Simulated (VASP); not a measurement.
Crystal: Nb.

```
CELL_PARAMETERS angstrom
0.00000 2.88500 2.88500
2.88500 0.00000 2.88500
2.88500 2.88500 0.00000
ATOMIC_POSITIONS crystal
Nb 0.00000 0.00000 0.00000
Nb 0.25000 0.25000 0.25000
```

This isn't the form of Nb at room conditions, which is bcc.

```yaml
Program: VASP 6.6.1
Task: relaxation of cell and atoms
Functional: r2SCAN
Potentials_or_basis: VASP PAW PBE potentials, release 64 (Nb_sv)
Cutoff: 550 eV
k_mesh: 5 × 5 × 5
Occupations: methfessel-paxton, width 0.05 eV
Spin: no spin polarisation
```

At the start: pressure 4.8 GPa; volume 24.01 Å³/atom.

Task: Where does the relaxation end?

Result: Over 3 steps the energy falls by 21.3 meV/atom and the volume is 25.50 Å³/atom (+6.2 %); space group Fd-3m (No. 227, to 0.1 Å) before and after.

The path:
```
step  energy change (eV)  largest force (eV/Å)  pressure (GPa)  volume (Å³)
   1              0.0000                0.0000            4.84        48.03
   2             -0.0215                0.0000           -2.90        53.24
   3             -0.0425                0.0000           -0.01        50.99
```

Final structure:
```
CELL_PARAMETERS angstrom
0.00000 2.94325 2.94325
2.94325 0.00000 2.94325
2.94325 2.94325 0.00000
ATOMIC_POSITIONS crystal
Nb 0.00000 0.00000 0.00000
Nb 0.25000 0.25000 0.25000
```

Caveat: the k points lie up to 0.37 Å⁻¹ apart in the final cell, too coarse for converged energies and pressures of a metal; the PAW data sets were made with another functional, which shifts forces and pressure a little.
